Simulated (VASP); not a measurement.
# PbF2 (Fm-3m) in VASP: further runs, part 2 of 2

VASP 6.6.1.

**5. Single point, r2SCAN**

This run uses another cell than the first one, of 16.04 Å³/atom.

POSCAR

```
PbF2
1.0
    2.8868090754      2.8868090754      0.0000000000
   -2.8868090754      2.8868090754      0.0000000000
    0.0000000000      2.8868090754      2.8868090754
Pb F
1 2
Direct
    0.0000000000      0.0000000000      0.0000000000
    0.2500000000      0.7500000000      0.5000000000
    0.7500000000      0.2500000000      0.5000000000
```

INCAR.step1

```
SYSTEM = PbF2
PREC = Accurate
ENCUT = 520
ISMEAR = 0
SIGMA = 0.01
LREAL = .FALSE.
LASPH = .TRUE.
NELM = 80
NBANDS = 21
GGA = PE
ALGO = Normal
EDIFF = 1E-4
LWAVE = .TRUE.
LCHARG = .FALSE.
```

INCAR.step2

```
SYSTEM = PbF2
PREC = Accurate
ENCUT = 520
EDIFF = 1E-6
ISMEAR = 0
SIGMA = 0.01
LREAL = .FALSE.
LASPH = .TRUE.
NELM = 80
ALGO = Normal
ISIF = 2
LWAVE = .FALSE.
LCHARG = .TRUE.
METAGGA = R2SCAN
LMIXTAU = .TRUE.
LELF = .TRUE.
LVHAR = .TRUE.
NBANDS = 21
ISTART = 1
```

KPOINTS

```
Automatic mesh
0
G
  8 8 8
  0 0 0
```

Launch:

```
$ cat potpaw_PBE.64/Pb_d/POTCAR potpaw_PBE.64/F/POTCAR > POTCAR
$ cp INCAR.step1 INCAR
$ mpirun -np 1 vasp_std > vasp.out
$ cp INCAR.step2 INCAR
$ mpirun -np 1 vasp_std > vasp.out
```

Run time: 54 s. Hardware: 1 thread of Intel Xeon 6975P-C (Granite Rapids), shared host; peak memory 0.18 GiB.

The run converged. Its results:

* Free energy: -70.0786 eV
* Pressure: 7.0 GPa
* Band gap on the k mesh: 4.89 eV (least direct gap 5.04 eV)

Levels at points of the mesh, in eV from the valence-band top:
```csv
k point,band 11,band 12,band 13,band 14,band 15,band 16,band 17,band 18
"(0.00, 0.00, 0.00)",-3.23,-2.72,-2.72,-2.72,7.33,7.33,7.33,10.82
"(0.50, 0.00, 0.00)",-3.49,-2.88,-2.88,-0.12,5.30,8.46,8.46,13.57
"(0.50, 0.50, 0.00)",-2.26,-2.24,-2.24,-0.15,4.89,8.72,8.72,8.84
```

Caveat: the cell stands under pressure; the PAW data sets were made with another functional, which shifts forces and pressure a little; spin-orbit coupling is left out, which moves the levels of the heavy elements. A k mesh can miss the band edges.

**6. Single point, r2SCAN**

This run uses another cell than the first one, of 16.04 Å³/atom.

POSCAR is that of step 5.

INCAR.step1

```
  PREC = Accurate
  ENCUT = 520
  ISMEAR = 0
  SIGMA = 0.01
  LREAL = F
  LASPH = T
  NELM = 60
  NBANDS = 21
  GGA = PE
  ALGO = Normal
  EDIFF = 1E-4
  LWAVE = T
  LCHARG = F
```

INCAR.step2

```
  PREC = Accurate
  ENCUT = 520
  EDIFF = 1E-6
  ISMEAR = 0
  SIGMA = 0.01
  LREAL = F
  LASPH = T
  NELM = 60
  ALGO = Normal
  ISIF = 2
  LWAVE = F
  LCHARG = F
  METAGGA = R2SCAN
  LMIXTAU = T
  NBANDS = 21
  ISTART = 1
```

KPOINTS

```
regular mesh
0
Gamma
  8 8 8
```

Potentials or basis: VASP PAW PBE potentials, release 64 (Pb_d, F).

Launch:

```
$ cat potpaw_PBE.64/Pb_d/POTCAR potpaw_PBE.64/F/POTCAR > POTCAR
$ cp INCAR.step1 INCAR
$ mpirun -np 1 vasp_std > vasp.out
$ cp INCAR.step2 INCAR
$ mpirun -np 1 vasp_std > vasp.out
```

OUTCAR:

```text
PREC = Accurate
   ENCUT = 520
   EDIFF = 1E-6
   ISMEAR = 0
   LREAL = F
   LASPH = T
   NELM = 60
   ISIF = 2
   METAGGA = R2SCAN
   ISTART = 1

 ion  position               nearest neighbor table
   1  0.000  0.000  0.000-   3 2.50   2 2.50   2 2.50   3 2.50   2 2.50   3 2.50   3 2.50   2 2.50

   2  0.250  0.750  0.500-   1 2.50   1 2.50   1 2.50   1 2.50
   3  0.750  0.250  0.500-   1 2.50   1 2.50   1 2.50   1 2.50

  LATTYP: Found a face centered cubic cell.
 ALAT       =     5.7736181508
[... 769 lines left out ...]

  FORCE on cell =-STRESS in cart. coord.  units (eV):
  Direction    XX          YY          ZZ          XY          YZ          ZX
  --------------------------------------------------------------------------------------
  -------------------------------------------------------------------------------------
  Total        2.0995775      2.0995775      2.0995775     -0.0000000     -0.0000000      0.0000000
  in kB       69.9130604     69.9130604     69.9130604     -0.0000000     -0.0000000      0.0000000
  external PRESSURE =      69.9130604 kB  Pullay stress =       0.0000000 kB

 VOLUME and BASIS-vectors are now :
 -----------------------------------------------------------------------------
  energy-cutoff  :      520.00
  volume of cell :       48.12
      direct lattice vectors                 reciprocal lattice vectors
     2.886809075  2.886809075  0.000000000     0.173201617  0.173201617 -0.173201617
    -2.886809075  2.886809075  0.000000000    -0.173201617  0.173201617 -0.173201617
     0.000000000  2.886809075  2.886809075     0.000000000  0.000000000  0.346403234

 POSITION                                       TOTAL-FORCE (eV/Angst)
 -----------------------------------------------------------------------------------
      0.00000      0.00000      0.00000         0.000000      0.000000      0.000000
     -1.44340      4.33021      1.44340        -0.000000      0.000000      0.000000
      1.44340      4.33021      1.44340         0.000000     -0.000000      0.000000
 -----------------------------------------------------------------------------------
    total drift:                               -0.000000      0.000000     -0.000000

  FREE ENERGIE OF THE ION-ELECTRON SYSTEM (eV)
  ---------------------------------------------------
  free  energy   TOTEN  =       -70.0786453188 eV

  energy  without entropy=      -70.0786453188  energy(sigma->0) =      -70.07864532
```

OUTCAR.step1:

```text
PREC = Accurate
   ENCUT = 520
   ISMEAR = 0
   LREAL = F
[... 802 lines left out ...]
      0.00000      0.00000      0.00000        -0.000000      0.000000      0.000000
     -1.44340      4.33021      1.44340        -0.000000     -0.000000      0.000000
      1.44340      4.33021      1.44340         0.000000      0.000000     -0.000000
 -----------------------------------------------------------------------------------
    total drift:                               -0.000000      0.000000     -0.000000

  FREE ENERGIE OF THE ION-ELECTRON SYSTEM (eV)
  ---------------------------------------------------
  free  energy   TOTEN  =       -14.1797077592 eV

  energy  without entropy=      -14.1797077592  energy(sigma->0) =      -14.17970776
```

Wall time 55 s (1 thread of Intel Xeon 6975P-C (Granite Rapids), shared host); peak memory 0.18 GiB.

Results:

| Property | Result |
| --- | --- |
| Free energy | -70.0786 eV |
| Pressure | 7.0 GPa |
| Band gap on the k mesh | 4.89 eV (least direct gap 5.04 eV) |

Caveat: the cell stands under pressure; the PAW data sets were made with another functional, which shifts forces and pressure a little; spin-orbit coupling is left out, which moves the levels of the heavy elements. r2SCAN opens gaps a little over a GGA but as a rule still falls short of measured ones.

**7. The runs side by side**

| task | cell | cutoff (eV) | gap on the mesh (eV) | pressure (GPa) |
| --- | --- | --- | --- | --- |
| relaxation of cell and atoms | relaxed to 15 GPa from a = 4.187 Å, angles 60.0, 60.0, 90.0°, 3 atoms | 600 | 4.81 | 15.0 |
| single point | a = 3.997 Å, angles 60.0, 60.0, 90.0°, 3 atoms | 520 | 4.81 | 15.1 |
| single point | a = 4.047 Å, angles 60.0, 60.0, 90.0°, 3 atoms | 520 | 4.87 | 10.1 |
| single point | a = 4.083 Å, angles 60.0, 60.0, 90.0°, 3 atoms | 520 | 4.89 | 7.0 |

Alike in all rows: level r2SCAN; potentials or basis VASP PAW PBE potentials, release 64 (Pb_d, F); no spin polarisation; k mesh 8 × 8 × 8; smearing gaussian 0.01 eV.

Caveats: the PAW data sets were made with another functional, which shifts forces and pressure a little; spin-orbit coupling is left out, which moves the levels of the heavy elements; the cell stands under pressure (at least some runs); the cell is relaxed towards a set pressure, so the run minimises the enthalpy, not the energy (at least some runs).

Absolute energies hang on the potentials; compare differences alone.
